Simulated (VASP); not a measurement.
# BeS (I-4m2) in VASP: further runs

The runs below take BeS through single point, with r2SCAN, HSE06.

Program: VASP 6.6.1. These are calculated values, not measurements. Logs are shortened: lines on timing, memory, paths and dates and some standing lists are left out, and cuts for length are marked.

## 1. The cell of the first run

Symmetry: I-4m2, No. 119, tetragonal system. The conventional cell has a = 3.443 Å, b = 3.443 Å, c = 4.758 Å, α = 90.00°, β = 90.00°, γ = 90.00°. Be (site symmetry -4m2) has 4 S at 2.09 Å within 2.8 Å. Within 2.8 Å of S (site symmetry -4m2) lie 4 Be at 2.09 Å.

## 2. Single point, r2SCAN (uniaxial x strain -2.3%)

Input file POSCAR:

```
BeS
1.0
    0.0000000000      2.4343062291      2.4343062291
    2.3788040471      0.0000000000      2.4343062291
    2.3788040471      2.4343062291      0.0000000000
Be S
1 1
Direct
    0.0000000000      0.0000000000      0.0000000000
    0.2500000000      0.2500000000      0.2500000000
```

Input file INCAR.step1:

```
SYSTEM = BeS
ALGO     = Normal         ! electronic algorithm
EDIFF    = 1E-4           ! SCF threshold, eV
ENCUT    = 520            ! plane-wave cutoff, eV
GGA      = PE             ! functional
ISMEAR   = 0              ! smearing method
LASPH    = .TRUE.         ! aspherical terms in the spheres
LCHARG   = .FALSE.        ! write CHGCAR
LREAL    = .FALSE.        ! projectors in reciprocal space
LWAVE    = .TRUE.         ! write WAVECAR
NBANDS   = 11             ! bands
NELM     = 80             ! most SCF steps
PREC     = Accurate       ! precision mode
SIGMA    = 0.01           ! smearing width, eV
```

Input file INCAR.step2:

```
SYSTEM = BeS
ALGO     = Normal         ! electronic algorithm
EDIFF    = 1E-7           ! SCF threshold, eV
ENCUT    = 520            ! plane-wave cutoff, eV
ISIF     = 2              ! what is computed and relaxed
ISMEAR   = 0              ! smearing method
ISTART   = 1            
LASPH    = .TRUE.         ! aspherical terms in the spheres
LCHARG   = .FALSE.        ! write CHGCAR
LMIXTAU  = .TRUE.       
LREAL    = .FALSE.        ! projectors in reciprocal space
LWAVE    = .FALSE.        ! write WAVECAR
METAGGA  = R2SCAN         ! meta-GGA
NBANDS   = 11             ! bands
NELM     = 80             ! most SCF steps
PREC     = Accurate       ! precision mode
SIGMA    = 0.01           ! smearing width, eV
```

Input file KPOINTS:

```
k-points
0
G
  10 10 10
  0 0 0
```

Potentials or basis: VASP PAW PBE potentials, release 64 (Be, S).

The run is started by

```console
$ cat potpaw_PBE.64/Be/POTCAR potpaw_PBE.64/S/POTCAR > POTCAR
$ cp INCAR.step1 INCAR
$ mpirun -np 1 vasp_std > vasp.out
$ cp INCAR.step2 INCAR
$ mpirun -np 1 vasp_std > vasp.out
```

OUTCAR:

```text
SYSTEM = BeS
   EDIFF = 1E-7
   ENCUT = 520
   ISIF = 2
   ISMEAR = 0
   ISTART = 1
   LASPH = .TRUE.
   LREAL = .FALSE.
   METAGGA = R2SCAN
   NELM = 80
   PREC = Accurate

 ion  position               nearest neighbor table
   1  0.000  0.000  0.000-   2 2.09   2 2.09   2 2.09   2 2.09
   2  0.250  0.250  0.250-   1 2.09   1 2.09   1 2.09   1 2.09

  LATTYP: Found a body centered tetragonal cell.
 ALAT       =     3.4426288842
 C/A-ratio  =     1.3819694932

  Lattice vectors:

 A1 = (  -2.3788040471,   0.0000000000,  -2.4343062291)
 A2 = (  -2.3788040471,   0.0000000000,   2.4343062291)
 A3 = (   2.3788040471,   2.4343062291,   0.0000000000)

Analysis of symmetry for initial positions (statically):
=====================================================================
 Subroutine PRICEL returns:
 Original cell was already a primitive cell.

 Routine SETGRP: Setting up the symmetry group for a
 body centered tetragonal supercell.

 Subroutine GETGRP returns: Found  8 space group operations
 (whereof  8 operations were pure point group operations)
 out of a pool of 16 trial point group operations.

The static configuration has the point symmetry D_2d.

Analysis of symmetry for dynamics (positions and initial velocities):
=====================================================================
 Subroutine PRICEL returns:
 Original cell was already a primitive cell.

 Routine SETGRP: Setting up the symmetry group for a
 body centered tetragonal supercell.

 Subroutine GETGRP returns: Found  8 space group operations
 (whereof  8 operations were pure point group operations)
 out of a pool of 16 trial point group operations.

The dynamic configuration has the point symmetry D_2d.

 Subroutine INISYM returns: Found  8 space group operations
 (whereof  8 operations are pure point group operations),
 and found     1 'primitive' translations

----------------------------------------------------------------------------------------

                                     Primitive cell

  volume of cell :      28.1929

  direct lattice vectors                    reciprocal lattice vectors
     0.000000000  2.434306229  2.434306229    -0.210189654  0.205397330  0.205397330
     2.378804047  0.000000000  2.434306229     0.210189654 -0.205397330  0.205397330
     2.378804047  2.434306229  0.000000000     0.210189654  0.205397330 -0.205397330

  length of vectors
     3.442628884  3.403609189  3.403609189     0.358546813  0.358546813  0.358546813

  position of ions in fractional coordinates (direct lattice)
     0.000000000  0.000000000  0.000000000
     0.250000000  0.250000000  0.250000000

  ion indices of the primitive-cell ions
   primitive index   ion index
                 1           1
                 2           2

----------------------------------------------------------------------------------------

 KPOINTS: k-points

Automatic generation of k-mesh.
 Grid dimensions read from file:
 generate k-points for:   10   10   10

 Generating k-lattice:

  Cartesian coordinates                     Fractional coordinates (reciprocal lattice)
    -0.021018965  0.020539733  0.020539733     0.100000000 -0.000000000 -0.000000000
     0.021018965 -0.020539733  0.020539733     0.000000000  0.100000000  0.000000000
     0.021018965  0.020539733 -0.020539733     0.000000000  0.000000000  0.100000000

  Length of vectors
     0.035854681  0.035854681  0.035854681

  Shift w.r.t. Gamma in fractional coordinates (k-lattice)
     0.000000000  0.000000000  0.000000000

 Subroutine IBZKPT returns following result:
 ===========================================

 Found    102 irreducible k-points:

 Following reciprocal coordinates:
            Coordinates               Weight
  0.000000  0.000000  0.000000      1.000000
  0.100000  0.000000  0.000000      8.000000
  0.200000  0.000000  0.000000      8.000000
  0.300000  0.000000  0.000000      8.000000
  0.400000  0.000000  0.000000      8.000000
  0.500000  0.000000  0.000000      4.000000
[... 16 lines left out ...]
  0.300000  0.300000  0.000000      4.000000
  0.400000  0.300000  0.000000     16.000000
 [... further k-points ...]
   k-points           NKPTS =    102   k-points in BZ     NKDIM =    102   number of bands    NBANDS=     11
   number of dos      NEDOS =    301   number of ions     NIONS =      2
   total plane-waves  NPLWV =  21952
   dimension x,y,z NGX =    28 NGY =   28 NGZ =   28
   dimension x,y,z NGXF=    56 NGYF=   56 NGZF=   56
   ions per type =               1   1
   NGX,Y,Z   is equivalent  to a cutoff of  13.52, 13.68, 13.68 a.u.
   NGXF,Y,Z  is equivalent  to a cutoff of  27.04, 27.35, 27.35 a.u.
 SYSTEM =  BeS
   PREC   = accura    normal or accurate (medium, high low for compatibility)
   ISTART =      1    job   : 0-new  1-cont  2-samecut
   ICHARG =      0    charge: 1-file 2-atom 10-const
   ISPIN  =      1    spin polarized calculation?
   LNONCOLLINEAR =      F non collinear calculations
   LSORBIT =      F    spin-orbit coupling
   LASPH  =      T    aspherical Exc in radial PAW
   ENCUT  =  520.0 eV  38.22 Ry    6.18 a.u.   6.40  6.33  6.33*2*pi/ulx,y,z
   NELM   =     80;   NELMIN=  2; NELMDL=  0     # of ELM steps
   EDIFF  = 0.1E-06   stopping-criterion for ELM
   LREAL  =      F    real-space projection
   EDIFFG = 0.1E-05   stopping-criterion for IOM
   NSW    =      0    number of steps for IOM
   IBRION =     -1    ionic relax: 0-MD 1-quasi-New 2-CG
   NFREE  =      0    steps in history (QN), initial steepest desc. (CG)
   ISIF   =      2    stress and relaxation
   ISYM   =      2    0-nonsym 1-usesym 2-fastsym
   POTIM  = 0.5000    time-step for ionic-motion
   TEBEG  =    0.0;   TEEND  =   0.0 temperature during run
   PSTRESS=    0.0 pullay stress
   NELECT =       8.0000    total number of electrons
   NUPDOWN=      -1.0000    fix difference up-down
   EMIN   =  10.00;   EMAX   =-10.00  energy-range for DOS
   EFERMI =   0.00;   METHOD = LEGACY
   ISMEAR =     0;   SIGMA  =   0.01  broadening in eV -4-tet -1-fermi 0-gaus
   EFERMI_NEDOS =   21; number of points for ismear=-14 and -15
   IALGO  =     38    algorithm
   IMIX   =      4    mixing-type and parameters
     AMIX     =   0.40;   BMIX     =  1.00
     AMIX_MAG =   1.60;   BMIX_MAG =  1.00
  volume/ion in A,a.u.               =      14.10        95.13
  Fermi-wavevector in a.u.,A,eV,Ry     =   1.075784  2.032937 15.746179  1.157311
  Thomas-Fermi vector in A             =   2.211650
   LORBIT       =      0    0 simple, 1 ext, 2 COOP (PROOUT), +10 PAW based schemes
   METAGGA = R2SCAN    functional components
   LHFCALC =     F    Hartree Fock is set to
   AEXX    =    0.0000 exact exchange contribution
   IVDW    =     0    specifies the selected vdW correction
   LEPSILON=     F    determine dielectric tensor
   LRPA    =     F    only Hartree local field effects (RPA)
 non-spin polarized calculation
 Gauss-broadening in eV      SIGMA  =   0.01
  energy-cutoff  :      520.00
  volume of cell :       28.19
 maximum number of plane-waves:       773
 NGX is ok and might be reduce to    28
   NGX = 13   NGY = 13   NGZ = 13

 number of electron       8.0000000 magnetization

 Free energy of the ion-electron system (eV)
  ---------------------------------------------------
  ext. energy  EPLUGINS =         0.00000000
  ---------------------------------------------------
  free energy    TOTEN  =       -14.77758643 eV

  energy without entropy =      -14.77758643  energy(sigma->0) =      -14.77758643

 E-fermi :   4.3158     XC(G=0): -10.2341

 val. band max:        4.1723057059   @ k =   0.0000   0.0000   0.0000
 cond. band min:       7.5138048051   @ k =   0.0000   0.5000   0.5000
 fundamental gap:      3.3414990991
 Fermi energy:         4.3157568724

 k-point     1 :       0.0000    0.0000    0.0000
  band No.  band energies     occupation
      1     -10.2884      2.00000
      2       4.0484      2.00000
      3       4.0484      2.00000
      4       4.1723      2.00000
      5      10.3281      0.00000
      6      10.3514      0.00000
      7      10.3514      0.00000
      8      10.8807      0.00000
      9      17.2722      0.00000
     10      17.7826      0.00000
     11      20.0970      0.00000

 k-point     2 :       0.1000    0.0000    0.0000
  band No.  band energies     occupation
      1     -10.1671      2.00000
      2       3.2497      2.00000
      3       3.9030      2.00000
      4       4.0062      2.00000
      5      10.3608      0.00000
      6      10.6003      0.00000
      7      10.6026      0.00000
      8      11.7043      0.00000
      9      16.8080      0.00000
     10      17.2366      0.00000
     11      19.9944      0.00000

 k-point     3 :       0.2000    0.0000    0.0000
  band No.  band energies     occupation
      1      -9.8209      2.00000
      2       1.5538      2.00000
      3       3.5708      2.00000
      4       3.7111      2.00000
      5      10.3308      0.00000
      6      11.0843      0.00000
      7      11.1310      0.00000
      8      13.4249      0.00000
      9      16.4059      0.00000
     10      16.6602      0.00000
     11      19.6041      0.00000
[... 267 lines left out ...]
 k-point    23 :       0.3000    0.3000    0.0000
  band No.  band energies     occupation
      1      -9.0121      2.00000
      2       0.4904      2.00000
      3       2.0741      2.00000
      4       2.1225      2.00000
      5       8.7254      0.00000
      6      10.6043      0.00000
      7      14.4060      0.00000
      8      14.8303      0.00000
      9      17.3329      0.00000
     10      19.5403      0.00000
     11      22.7947      0.00000

 k-point    24 :       0.4000    0.3000    0.0000
  band No.  band energies     occupation
      1      -8.6173      2.00000
      2      -0.2760      2.00000
      3       1.5719      2.00000
      4       1.8709      2.00000
      5       8.6998      0.00000
      6      10.5019      0.00000
      7      14.9533      0.00000
      8      15.4287      0.00000
      9      18.9791      0.00000
     10      20.2648      0.00000
     11      22.1440      0.00000

 [... further k-points ...]

------------------------ aborting loop because EDIFF is reached ----------------------------------------

  FORCE on cell =-STRESS in cart. coord.  units (eV):
  Direction    XX          YY          ZZ          XY          YZ          ZX
  --------------------------------------------------------------------------------------
  -------------------------------------------------------------------------------------
  Total        0.7233986      0.3311854      0.3311854      0.0000000      0.0000000     -0.0000000
  in kB       41.1101592     18.8209984     18.8209984      0.0000000      0.0000000     -0.0000000
  external PRESSURE =      26.2507187 kB  Pullay stress =       0.0000000 kB

 VOLUME and BASIS-vectors are now :
 -----------------------------------------------------------------------------
  energy-cutoff  :      520.00
  volume of cell :       28.19
      direct lattice vectors                 reciprocal lattice vectors
     0.000000000  2.434306229  2.434306229    -0.210189654  0.205397330  0.205397330
     2.378804047  0.000000000  2.434306229     0.210189654 -0.205397330  0.205397330
     2.378804047  2.434306229  0.000000000     0.210189654  0.205397330 -0.205397330

 POSITION                                       TOTAL-FORCE (eV/Angst)
 -----------------------------------------------------------------------------------
      0.00000      0.00000      0.00000        -0.000000     -0.000000     -0.000000
      1.18940      1.21715      1.21715         0.000000      0.000000      0.000000
 -----------------------------------------------------------------------------------
    total drift:                                0.000000      0.000000      0.000000

  FREE ENERGIE OF THE ION-ELECTRON SYSTEM (eV)
  ---------------------------------------------------
  free  energy   TOTEN  =       -14.7775864269 eV

  energy  without entropy=      -14.7775864269  energy(sigma->0) =      -14.77758643
```

Wall time 1.8 min (1 thread of Intel Xeon Platinum 8375C at 2.90GHz (Ice Lake), shared host); peak memory 0.17 GiB.

What came out:

```yaml
Free_energy: -14.7776 eV
Pressure: 2.6 GPa
Band_gap_on_the_k_mesh: 3.34 eV (least direct gap 6.16 eV)
```

Caveat: the cell differs from its parent crystal (uniaxial x strain -2.3%); the PAW data sets were made with another functional, which shifts forces and pressure a little.

## 3. Single point, HSE06 (uniaxial x strain -2.3%)

POSCAR is that of step 2.

Input file INCAR.step1:

```
ALGO = Normal ; EDIFF = 1E-5
ENCUT = 520 ; GGA = PE
ISIF = 2 ; ISMEAR = 0
LASPH = True ; LCHARG = False
LREAL = False ; LWAVE = True
NBANDS = 11 ; NELM = 100
PREC = Accurate ; SIGMA = 0.01
```

Input file INCAR.step2:

```
ALGO = Normal ; EDIFF = 1E-6
ENCUT = 520 ; GGA = PE
HFSCREEN = 0.2079 ; ISIF = 2
ISMEAR = 0 ; ISTART = 1
LASPH = True ; LCHARG = False
LHFCALC = True ; LREAL = False
LWAVE = False ; NBANDS = 11
NELM = 100 ; PREC = Accurate
PRECFOCK = Normal ; SIGMA = 0.01
```

Input file KPOINTS:

```
k-points
0
Gamma
  6 6 6
```

Potentials or basis: VASP PAW PBE potentials, release 64 (Be, S).

The run is started by

```console
$ cat potpaw_PBE.64/Be/POTCAR potpaw_PBE.64/S/POTCAR > POTCAR
$ cp INCAR.step1 INCAR
$ mpirun -np 1 vasp_std > vasp.out
$ cp INCAR.step2 INCAR
$ mpirun -np 1 vasp_std > vasp.out
```

Wall time 9.7 min (1 thread of Intel Xeon Platinum 8375C at 2.90GHz (Ice Lake), shared host); peak memory 0.26 GiB.

The run converged. Its results:

| Item | Value |
| --- | --- |
| Free energy | -11.3838 eV |
| Pressure | 1.2 GPa |
| Band gap on the k mesh | 3.82 eV (least direct gap 6.76 eV) |

Stress tensor (GPa, compression positive):
```
2.76 0.00 0.00
0.00 0.46 0.00
0.00 0.00 0.46
```

Levels at points of the mesh, in eV from the valence-band top:
```tsv
k point	band 1	band 2	band 3	band 4	band 5	band 6	band 7	band 8
(0.00, 0.00, 0.00)	-15.25	-0.12	-0.12	0.00	6.76	6.79	6.79	7.08
(0.50, 0.00, 0.00)	-13.44	-6.52	-1.33	-1.11	6.53	7.57	7.84	12.53
(0.50, 0.50, 0.00)	-12.86	-5.75	-2.96	-2.91	4.00	5.94	14.45	14.57
(0.00, 0.50, 0.50)	-12.74	-5.58	-3.13	-3.13	3.82	5.72	14.54	14.54
```

Caveat: the cell differs from its parent crystal (uniaxial x strain -2.3%); the PAW data sets were made with another functional, which shifts forces and pressure a little. A k mesh can miss the band edges.
